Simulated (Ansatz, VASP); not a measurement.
# One calculation of In3SbAs2, two programs

```xyz
6
Lattice="-2.2646 2.2646 9.5893 2.2646 -2.2646 9.5893 2.2646 2.2646 -9.5893" Properties=species:S:1:pos:R:3 pbc="T T T"
As    0.0000    0.0000    3.2716
As    0.0000    0.0000   15.9071
In    0.0000    2.2646    4.7947
In    2.2646    0.0000    7.8440
In    2.2646    0.0000    1.7453
Sb    0.0000    0.0000    9.5893
```

Alike in both runs: task single point; functional PBE; k mesh 6 × 6 × 6; occupations fermi-dirac, width 0.02 eV; no spin polarisation.

```csv
,VASP,Ansatz
version,VASP 6.6.1,Ansatz 0.2.0
potentials or method,"VASP PAW PBE potentials, release 64 (As, In_d, Sb)","plane waves, PAW"
plane-wave cutoff (eV),520,420
valence electrons in the cell,54,84
```

Ansatz gave:

- pressure (GPa): -1.2
- rms of the force components (eV/Å): 0.006

Problem. What did VASP give for the same quantities?

Solution. Pressure (GPa): -1.2; rms of the force components (eV/Å): 0.008.

VASP's potentials hold 54 valence electrons a cell and Ansatz's 84, so a difference there can come from the potentials and not from the codes.

Spin-orbit coupling is off throughout.
